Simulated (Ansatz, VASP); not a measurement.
## One calculation of AlP, two programs

```
Al P
1.0
     0.00000    2.75379    2.75379
     2.75379    0.00000    2.75379
     2.75379    2.75379    0.00000
Al P
1 1
Direct
  0.00000 0.00000 0.00000
  0.25000 0.25000 0.25000
```

Alike in both runs: task single point; functional PBE; k mesh 6 × 6 × 6; no spin polarisation.

|  | VASP | Ansatz |
| --- | --- | --- |
| version | VASP 6.6.1 | Ansatz 0.2.0 |
| potentials or method | VASP PAW PBE potentials, release 64 (Al, P) | plane waves, PAW |
| plane-wave cutoff (eV) | 500 | 420 |
| occupations | gaussian, width 0.01 eV | fixed |
| valence electrons in the cell | 8 | 8 |

|  | VASP | Ansatz | Ansatz less VASP |
| --- | --- | --- | --- |
| gap on the k mesh at the Fermi level (eV) | 1.63 | 1.63 | +0.002 |
| pressure (GPa) | 0.0 | 0.0 | +0.09 |
